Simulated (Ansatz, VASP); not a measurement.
**One calculation of InAs, two programs**

The input INCAR:

```
PREC = Accurate
ENCUT = 500
EDIFF = 1E-6
ISMEAR = -1
SIGMA = 0.05
LREAL = False
LASPH = True
NELM = 120
ALGO = Normal
ISIF = 2
LWAVE = False
LCHARG = False
GGA = PS
NBANDS = 16
GGA_COMPAT = False
```

The input KPOINTS:

```
Automatic mesh
0
Gamma
  6 6 6
```

POSCAR

```
InAs
1.0
    0.0000000000      3.0180000000      3.0481800000
    3.0180000000      0.0000000000      3.0481800000
    3.0180000000      3.0180000000      0.0000000000
In As
1 1
Direct
    0.0000000000      0.0000000000      0.0000000000
    0.7500000000      0.7500000000      0.7500000000
```

input.yaml

```yaml
crystal:
  lattice:
    - [0.0, 3.018, 3.04818]
    - [3.018, 0.0, 3.04818]
    - [3.018, 3.018, 0.0]
  atoms:
    - { symbol: In, position: [0.0, 0.0, 0.0] }
    - { symbol: As, position: [0.75, 0.75, 0.75] }
hamiltonian:
  xc: pbesol
  pseudopotentials: { kind: paw }
kpoints:
  mp_grid: { grid: [6, 6, 6] }
scf:
  occupations: { method: fermi_dirac, width: 0.05 }
output:
  forces: true
  stress: true
  eigenvalues: true
  write_density: true
  write_potential: true
  elf: true
  volumetric_format: npy
```

Alike in both runs: task single point; functional PBEsol; k mesh 6 × 6 × 6; occupations fermi-dirac, width 0.05 eV; no spin polarisation.

```csv
,VASP,Ansatz
version,VASP 6.6.1,Ansatz 0.2.0
potentials or method,"VASP PAW PBE potentials, release 64 (In_d, As)",Ansatz PAW
plane-wave cutoff (eV),500,420
valence electrons in the cell,18,28
```

|  | VASP | Ansatz | Ansatz less VASP |
| --- | --- | --- | --- |
| gap on the k mesh at the Fermi level (eV) | none | none | - |
| pressure (GPa) | 1.1 | 1.0 | -0.10 |
| traceless stress, the component that is largest in VASP (GPa) | -0.22 | -0.22 | -0.001 |

VASP's potentials were made for PBE, not for PBEsol. A gap of «none» marks a metal or a gap that the smearing closes. With one functional, cell and mesh, what is left measures potentials, basis and numerics. VASP's potentials hold 18 valence electrons a cell and Ansatz's 28, so a difference there can come from the potentials and not from the codes.
